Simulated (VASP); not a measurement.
# HfMoC2 (P4/mmm) in VASP: a series of runs

Aim: see how the results for HfMoC2 move with the level of theory and the settings. Levels: PBEsol, LDA, PBE. Tasks: single point.

All numbers are computed with VASP 6.6.1; they aren't measurements. Logs are shortened: lines on timing, memory, paths and dates and some standing lists are left out, and cuts for length are marked.

**1. The cell of the first run**

Symmetry: P4/mmm, No. 123, tetragonal system. Conventional cell: a = 3.191 Å, b = 3.191 Å, c = 4.485 Å, α = 90.00°, β = 90.00°, γ = 90.00°. Hf (site symmetry 4/mmm) has 6 C at 2.24 to 2.26 Å within 3.0 Å. Mo (site symmetry 4/mmm) has 6 C at 2.24 to 2.26 Å within 3.0 Å. C (site symmetry 4/mmm) has 2 Mo at 2.24 Å and 4 Hf at 2.26 Å within 3.0 Å. C (site symmetry 4/mmm) has 2 Hf at 2.24 Å and 4 Mo at 2.26 Å within 3.0 Å.

**2. Single point, PBEsol**

The input, INCAR:

```
PREC = Accurate
ENCUT = 520
EDIFF = 1E-6
ISMEAR = -1
SIGMA = 0.05
LREAL = F
LASPH = T
NELM = 100
ALGO = Normal
ISIF = 2
LWAVE = F
LCHARG = F
GGA = PS
NBANDS = 24
```

The input, KPOINTS:

```
regular mesh
0
Gamma
  8 8 6
```

The input, POSCAR:

```
HfMoC2
1.0
    3.1914230000      0.0000000000      0.0000000000
    0.0000000000      3.1914230000      0.0000000000
    0.0000000000      0.0000000000      4.4851640000
Hf Mo C
1 1 2
Direct
    0.0000000000      0.0000000000      0.0000000000
    0.5000000000      0.5000000000      0.5000000000
    0.5000000000      0.5000000000      0.0000000000
    0.0000000000      0.0000000000      0.5000000000
```

Potentials or basis: VASP PAW PBE potentials, release 64 (Hf_pv, Mo_sv, C).

The run is started by

```sh
$ cat potpaw_PBE.64/Hf_pv/POTCAR potpaw_PBE.64/Mo_sv/POTCAR potpaw_PBE.64/C/POTCAR > POTCAR
$ mpirun -np 1 vasp_std > vasp.out
```

OUTCAR:

```text
PREC = Accurate
   ENCUT = 520
   EDIFF = 1E-6
   ISMEAR = -1
   LREAL = F
   LASPH = T
   NELM = 100
   ISIF = 2
   GGA = PS

 ion  position               nearest neighbor table
   1  0.000  0.000  0.000-   4 2.24   4 2.24   3 2.26   3 2.26   3 2.26   3 2.26   2 3.18   2 3.18
                             2 3.18   2 3.18   2 3.18   2 3.18   2 3.18   2 3.18
   2  0.500  0.500  0.500-   3 2.24   3 2.24   4 2.26   4 2.26   4 2.26   4 2.26   1 3.18   1 3.18
                             1 3.18   1 3.18   1 3.18   1 3.18   1 3.18   1 3.18
   3  0.500  0.500  0.000-   2 2.24   2 2.24   1 2.26   1 2.26   1 2.26   1 2.26
   4  0.000  0.000  0.500-   1 2.24   1 2.24   2 2.26   2 2.26   2 2.26   2 2.26

  LATTYP: Found a simple tetragonal cell.
 ALAT       =     3.1914230000
 C/A-ratio  =     1.4053806092

  Lattice vectors:

 A1 = (   3.1914230000,   0.0000000000,   0.0000000000)
 A2 = (   0.0000000000,   3.1914230000,   0.0000000000)
 A3 = (   0.0000000000,   0.0000000000,   4.4851640000)

Analysis of symmetry for initial positions (statically):
=====================================================================
 Subroutine PRICEL returns:
 Original cell was already a primitive cell.

 Routine SETGRP: Setting up the symmetry group for a
 simple tetragonal supercell.

 Subroutine GETGRP returns: Found 16 space group operations
 (whereof 16 operations were pure point group operations)
 out of a pool of 16 trial point group operations.

The static configuration has the point symmetry D_4h.

Analysis of symmetry for dynamics (positions and initial velocities):
=====================================================================
 Subroutine PRICEL returns:
 Original cell was already a primitive cell.

 Routine SETGRP: Setting up the symmetry group for a
 simple tetragonal supercell.

 Subroutine GETGRP returns: Found 16 space group operations
 (whereof 16 operations were pure point group operations)
 out of a pool of 16 trial point group operations.

The dynamic configuration has the point symmetry D_4h.

 Subroutine INISYM returns: Found 16 space group operations
 (whereof 16 operations are pure point group operations),
 and found     1 'primitive' translations

----------------------------------------------------------------------------------------

                                     Primitive cell

  volume of cell :      45.6822

  direct lattice vectors                    reciprocal lattice vectors
     3.191423000  0.000000000  0.000000000     0.313339849  0.000000000  0.000000000
     0.000000000  3.191423000  0.000000000     0.000000000  0.313339849  0.000000000
     0.000000000  0.000000000  4.485164000     0.000000000  0.000000000  0.222957288

  length of vectors
     3.191423000  3.191423000  4.485164000     0.313339849  0.313339849  0.222957288

  position of ions in fractional coordinates (direct lattice)
     0.000000000  0.000000000  0.000000000
     0.500000000  0.500000000  0.500000000
     0.500000000  0.500000000  0.000000000
     0.000000000  0.000000000  0.500000000

  ion indices of the primitive-cell ions
   primitive index   ion index
                 1           1
                 2           2
                 3           3
                 4           4

----------------------------------------------------------------------------------------

 KPOINTS: regular mesh

Automatic generation of k-mesh.
 Grid dimensions read from file:
 generate k-points for:    8    8    6

 Generating k-lattice:

  Cartesian coordinates                     Fractional coordinates (reciprocal lattice)
     0.039167481  0.000000000  0.000000000     0.125000000  0.000000000  0.000000000
     0.000000000  0.039167481  0.000000000     0.000000000  0.125000000  0.000000000
     0.000000000  0.000000000  0.037159548     0.000000000  0.000000000  0.166666667

  Length of vectors
     0.039167481  0.039167481  0.037159548

  Shift w.r.t. Gamma in fractional coordinates (k-lattice)
     0.000000000  0.000000000  0.000000000

 Subroutine IBZKPT returns following result:
 ===========================================

 Found     60 irreducible k-points:

 Following reciprocal coordinates:
            Coordinates               Weight
  0.000000  0.000000  0.000000      1.000000
  0.125000  0.000000  0.000000      4.000000
  0.250000  0.000000  0.000000      4.000000
  0.375000  0.000000  0.000000      4.000000
  0.500000  0.000000  0.000000      2.000000
  0.125000  0.125000  0.000000      4.000000
[... 16 lines left out ...]
  0.375000  0.125000  0.166667     16.000000
  0.500000  0.125000  0.166667      8.000000
 [... further k-points ...]
   k-points           NKPTS =     60   k-points in BZ     NKDIM =     60   number of bands    NBANDS=     24
   number of dos      NEDOS =    301   number of ions     NIONS =      4
   total plane-waves  NPLWV =  20736
   dimension x,y,z NGX =    24 NGY =   24 NGZ =   36
   dimension x,y,z NGXF=    48 NGYF=   48 NGZF=   72
   ions per type =               1   1   2
   NGX,Y,Z   is equivalent  to a cutoff of  12.50, 12.50, 13.34 a.u.
   NGXF,Y,Z  is equivalent  to a cutoff of  25.00, 25.00, 26.69 a.u.
 SYSTEM =  unknown system
   PREC   = accura    normal or accurate (medium, high low for compatibility)
   ISTART =      0    job   : 0-new  1-cont  2-samecut
   ICHARG =      2    charge: 1-file 2-atom 10-const
   ISPIN  =      1    spin polarized calculation?
   LNONCOLLINEAR =      F non collinear calculations
   LSORBIT =      F    spin-orbit coupling
   LASPH  =      T    aspherical Exc in radial PAW
   ENCUT  =  520.0 eV  38.22 Ry    6.18 a.u.   5.93  5.93  8.34*2*pi/ulx,y,z
   NELM   =    100;   NELMIN=  2; NELMDL= -5     # of ELM steps
   EDIFF  = 0.1E-05   stopping-criterion for ELM
   LREAL  =      F    real-space projection
   EDIFFG = 0.1E-04   stopping-criterion for IOM
   NSW    =      0    number of steps for IOM
   IBRION =     -1    ionic relax: 0-MD 1-quasi-New 2-CG
   NFREE  =      0    steps in history (QN), initial steepest desc. (CG)
   ISIF   =      2    stress and relaxation
   ISYM   =      2    0-nonsym 1-usesym 2-fastsym
   POTIM  = 0.5000    time-step for ionic-motion
   TEBEG  =    0.0;   TEEND  =   0.0 temperature during run
   PSTRESS=    0.0 pullay stress
   NELECT =      32.0000    total number of electrons
   NUPDOWN=      -1.0000    fix difference up-down
   EMIN   =  10.00;   EMAX   =-10.00  energy-range for DOS
   EFERMI =   0.00;   METHOD = LEGACY
   ISMEAR =    -1;   SIGMA  =   0.05  broadening in eV -4-tet -1-fermi 0-gaus
   EFERMI_NEDOS =   21; number of points for ismear=-14 and -15
   IALGO  =     38    algorithm
   IMIX   =      4    mixing-type and parameters
     AMIX     =   0.40;   BMIX     =  1.00
     AMIX_MAG =   1.60;   BMIX_MAG =  1.00
  volume/ion in A,a.u.               =      11.42        77.07
  Fermi-wavevector in a.u.,A,eV,Ry     =   1.453927  2.747523 28.761388  2.113902
  Thomas-Fermi vector in A             =   2.571136
   LORBIT       =      0    0 simple, 1 ext, 2 COOP (PROOUT), +10 PAW based schemes
   GGA     = PS    functional components
   LHFCALC =     F    Hartree Fock is set to
   AEXX    =    0.0000 exact exchange contribution
   IVDW    =     0    specifies the selected vdW correction
   LEPSILON=     F    determine dielectric tensor
   LRPA    =     F    only Hartree local field effects (RPA)
 non-spin polarized calculation
  energy-cutoff  :      520.00
  volume of cell :       45.68
 maximum number of plane-waves:      1272
 NGX is ok and might be reduce to    24
   NGX = 11   NGY = 11   NGZ = 17

 number of electron      32.0000000 magnetization

 Free energy of the ion-electron system (eV)
  ---------------------------------------------------
  ext. energy  EPLUGINS =         0.00000000
  ---------------------------------------------------
  free energy    TOTEN  =       -43.34498398 eV

  energy without entropy =      -43.33277439  energy(sigma->0) =      -43.33887918

 E-fermi :   9.2600     XC(G=0): -13.0483

 val. band max:        9.2439224638   @ k =   0.5000   0.0000   0.1667
 cond. band min:       9.2969211649   @ k =   0.1250   0.1250   0.5000
 fundamental gap:      0.0529987011
 Fermi energy:         9.2599655703

 k-point     1 :       0.0000    0.0000    0.0000
  band No.  band energies     occupation
      1     -52.6566      2.00000
      2     -26.7395      2.00000
      3     -26.6775      2.00000
      4     -26.6775      2.00000
      5     -21.0292      2.00000
      6     -20.7291      2.00000
[... 16 lines left out ...]
     23      13.8463      0.00000
     24      13.8463      0.00000

 k-point     2 :       0.1250    0.0000    0.0000
  band No.  band energies     occupation
      1     -52.6539      2.00000
      2     -26.7344      2.00000
      3     -26.7148      2.00000
      4     -26.6726      2.00000
      5     -21.0251      2.00000
      6     -20.8086      2.00000
[... 16 lines left out ...]
     23      13.8143      0.00000
     24      14.6498      0.00000

 k-point     3 :       0.2500    0.0000    0.0000
  band No.  band energies     occupation
      1     -52.6476      2.00000
      2     -26.8039      2.00000
      3     -26.7221      2.00000
      4     -26.6609      2.00000
      5     -21.0151      2.00000
      6     -20.9955      2.00000
[... 16 lines left out ...]
     23      13.7380      0.00000
     24      16.4720      0.00000

 k-point     4 :       0.3750    0.0000    0.0000
  band No.  band energies     occupation
      1     -52.6412      2.00000
      2     -26.8918      2.00000
      3     -26.7097      2.00000
      4     -26.6491      2.00000
      5     -21.1755      2.00000
      6     -21.0051      2.00000
[... 16 lines left out ...]
     23      15.4088      0.00000
     24      16.0403      0.00000

 k-point     5 :       0.5000    0.0000    0.0000
  band No.  band energies     occupation
      1     -52.6386      2.00000
      2     -26.9278      2.00000
      3     -26.7046      2.00000
      4     -26.6442      2.00000
      5     -21.2482      2.00000
      6     -21.0010      2.00000
[... 16 lines left out ...]
     23      15.8805      0.00000
     24      16.3802      0.00000

 k-point     6 :       0.1250    0.1250    0.0000
  band No.  band energies     occupation
      1     -52.6513      2.00000
      2     -26.7296      2.00000
      3     -26.7107      2.00000
      4     -26.7090      2.00000
      5     -21.0205      2.00000
      6     -20.8052      2.00000
[... 16 lines left out ...]
     23      13.6559      0.00000
     24      14.9955      0.00000
[... 379 lines left out ...]
 k-point    21 :       0.1250    0.1250    0.1667
  band No.  band energies     occupation
      1     -52.6513      2.00000
      2     -26.7300      2.00000
      3     -26.7108      2.00000
      4     -26.7085      2.00000
      5     -21.0292      2.00000
      6     -20.8035      2.00000
[... 16 lines left out ...]
     23      13.8419      0.00000
     24      15.0063      0.00000

 k-point    22 :       0.2500    0.1250    0.1667
  band No.  band energies     occupation
      1     -52.6450      2.00000
      2     -26.7996      2.00000
      3     -26.7193      2.00000
      4     -26.6977      2.00000
      5     -21.0154      2.00000
      6     -20.9793      2.00000
[... 16 lines left out ...]
     23      14.1707      0.00000
     24      16.4341      0.00000

 k-point    23 :       0.3750    0.1250    0.1667
  band No.  band energies     occupation
      1     -52.6386      2.00000
      2     -26.8879      2.00000
      3     -26.7089      2.00000
      4     -26.6857      2.00000
      5     -21.1562      2.00000
      6     -20.9995      2.00000
[... 16 lines left out ...]
     23      15.0063      0.00000
     24      17.1667      0.00000

 k-point    24 :       0.5000    0.1250    0.1667
  band No.  band energies     occupation
      1     -52.6360      2.00000
      2     -26.9241      2.00000
      3     -26.7046      2.00000
      4     -26.6807      2.00000
      5     -21.2271      2.00000
      6     -20.9936      2.00000
[... 16 lines left out ...]
     23      15.4797      0.00000
     24      17.1024      0.00000

 [... further k-points ...]
[... 5 lines left out ...]
  --------------------------------------------------------------------------------------
  -------------------------------------------------------------------------------------
  Total       -2.1162220     -2.1162220     -3.3609425      0.0000000     -0.0000000      0.0000000
  in kB      -74.2206460    -74.2206460   -117.8757832      0.0000000     -0.0000000      0.0000000
  external PRESSURE =     -88.7723584 kB  Pullay stress =       0.0000000 kB

 VOLUME and BASIS-vectors are now :
 -----------------------------------------------------------------------------
  energy-cutoff  :      520.00
  volume of cell :       45.68
      direct lattice vectors                 reciprocal lattice vectors
     3.191423000  0.000000000  0.000000000     0.313339849  0.000000000  0.000000000
     0.000000000  3.191423000  0.000000000     0.000000000  0.313339849  0.000000000
     0.000000000  0.000000000  4.485164000     0.000000000  0.000000000  0.222957288

 POSITION                                       TOTAL-FORCE (eV/Angst)
 -----------------------------------------------------------------------------------
      0.00000      0.00000      0.00000         0.000000      0.000000      0.000000
      1.59571      1.59571      2.24258         0.000000      0.000000      0.000000
      1.59571      1.59571      0.00000         0.000000      0.000000      0.000000
      0.00000      0.00000      2.24258         0.000000      0.000000      0.000000
 -----------------------------------------------------------------------------------
    total drift:                                0.000000     -0.000000     -0.000000

  FREE ENERGIE OF THE ION-ELECTRON SYSTEM (eV)
  ---------------------------------------------------
  free  energy   TOTEN  =       -43.3449839751 eV

  energy  without entropy=      -43.3327743942  energy(sigma->0) =      -43.33887918
```

Wall time 45 s (1 thread of Intel Xeon Platinum 8259CL at 2.50GHz (Skylake/Cascade Lake), shared host); peak memory 0.2 GiB.

Results:

```
Free energy            : -43.3450 eV
Pressure               : -8.9 GPa
Band gap on the k mesh : zero (band 16 reaches 10.38 eV, above the bottom of band 17 at 7.83 eV)
```

Levels at points of the mesh, in eV from the Fermi level:
| k point | band 13 | band 14 | band 15 | band 16 | band 17 | band 18 | band 19 | band 20 |
| --- | --- | --- | --- | --- | --- | --- | --- | --- |
| (0.00, 0.00, 0.00) | -1.36 | -1.19 | -1.19 | -0.40 | -0.40 | 0.10 | 0.13 | 0.13 |
| (0.50, 0.00, 0.00) | -4.27 | -3.79 | -3.68 | -0.41 | 0.97 | 2.23 | 3.16 | 3.26 |
| (0.50, 0.50, 0.00) | -3.88 | -1.25 | -1.03 | -1.03 | -0.93 | 1.09 | 1.42 | 2.51 |
| (0.00, 0.00, 0.50) | -2.19 | -2.19 | -1.72 | -1.72 | -1.43 | -0.29 | 2.12 | 2.12 |
| (0.50, 0.00, 0.50) | -5.15 | -4.35 | -4.25 | 1.03 | 1.09 | 1.78 | 4.53 | 5.33 |
| (0.50, 0.50, 0.50) | -4.20 | -4.20 | -4.20 | 1.12 | 1.12 | 1.42 | 3.10 | 3.10 |

Caveat: the PAW data sets were made with another functional, which shifts forces and pressure a little; spin-orbit coupling is left out, which moves the levels of the heavy elements.

(Part 1 of 2 ends here.)
